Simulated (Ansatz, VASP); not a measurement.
**Two plane-wave programs on MgO**

```
Mg O
1.0
     0.00000    2.11000    2.11000
     2.11000    0.00000    2.11000
     2.11000    2.11000    0.00000
Mg O
1 1
Direct
  0.00000 0.00000 0.00000
  0.50000 0.50000 0.50000
```

Alike in both runs: task relaxation of cell and atoms; functional LDA; k mesh 10 × 10 × 10; occupations gaussian, width 0.02 eV; no spin polarisation.

|  | VASP | Ansatz |
| --- | --- | --- |
| version | VASP 6.6.1 | Ansatz 0.2.0 |
| potentials or method | VASP PAW LDA potentials, release 64 (Mg, O), cutoff 600 eV | scalar-relativistic, plane waves, PAW |
| valence electrons in the cell | 8 | 16 |

```csv
,VASP,Ansatz,Ansatz less VASP
"gap on the k mesh at the Fermi level, each at its own relaxed structure (eV)",5.15,5.03,-0.126
relaxed volume (Å³/atom),8.89,9.00,+0.112
relaxed cell length with the largest relative difference (Å),2.930,2.942,+0.0122
```

Ansatz warns that its potentials were made for another functional, while VASP's fit it. LDA's correlation is that of Perdew and Zunger in VASP and of Perdew and Wang (1992) in Ansatz. VASP's potentials hold 8 valence electrons a cell and Ansatz's 16, so a difference there can come from the potentials and not from the codes.
